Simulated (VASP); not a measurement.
Write the native input for VASP 6.6.1 that does the following.

```yaml
Task: relaxation of cell and atoms
Functional: PBE
Potentials_or_basis: VASP PAW PBE potentials, release 64 (Si, Cl)
Cutoff: 600 eV
k_mesh: 4 × 4 × 4
Occupations: gaussian, width 0.1 eV
Spin: no spin polarisation
Dipole_correction: no
Further_INCAR_settings: ALGO = Normal; EDIFF = 1e-07; IBRION = 2; EDIFFG = -0.04; NSW = 90; ISIF = 3
```

The structure of Si4Cl lies in POSCAR:

```
Si4Cl
1.0
    5.8848591143      0.0000000000      0.0000000000
    1.8774290545      5.7774686016      0.0000000000
    1.3614971703      0.8738523242      6.8296295014
Si Cl
8 2
Direct
    0.1829988024      0.9883040204      0.3595249020
    0.4707894589      0.6861515093      0.8649768090
    0.7151319476      0.9380584737      0.7211627184
    0.4388618125      0.2377211891      0.2277116566
    0.1312881780      0.9058145587      0.7073428948
    0.7695282927      0.0200916458      0.3825578983
    0.5691773878      0.2748479019      0.8882372839
    0.4061101976      0.6431397178      0.2136055777
    0.0567847818      0.2373447670      0.8294343458
    0.7593291408      0.5685262162      0.3054459132
```

These files were run (other wordings do the same):

INCAR

```
SYSTEM = Si4Cl
ALGO = Normal
EDIFF = 1E-7
EDIFFG = -0.04
ENCUT = 600
GGA = PE
IBRION = 2
ISIF = 3
ISMEAR = 0
LASPH = .True.
LCHARG = .False.
LREAL = .False.
LWAVE = .False.
NELM = 100
NSW = 90
PREC = Accurate
SIGMA = 0.1
```

KPOINTS

```
k-points
0
Gamma
  4 4 4
  0 0 0
```

Potentials or basis: VASP PAW PBE potentials, release 64 (Si, Cl).

Launch:

```console
$ cat potpaw_PBE.64/Si/POTCAR potpaw_PBE.64/Cl/POTCAR > POTCAR
$ mpirun -np 1 vasp_std > vasp.out
```

Results of the run:

The relaxed volume is 23.36 Å³/atom. The relaxed cell is a = 5.849 Å, b = 5.888 Å, c = 7.267 Å, α = 79.54°, β = 79.43°, γ = 73.50°, the space group after relaxing (to 0.1 Å) is P1 (No. 1) and the energy gained by relaxing is 18.0 meV/atom. The ionic steps are 30, the pressure after relaxing is 0.0 GPa and the largest force after relaxing is 0.031 eV/Å. The band gap on the k mesh is zero (bands 23 and 24 overlap by 0.49 eV).

Wall time 41 min on 1 thread of Intel(R) Xeon(R) 6975P-C (Granite Rapids), on a shared host, peak memory 0.55 GiB.
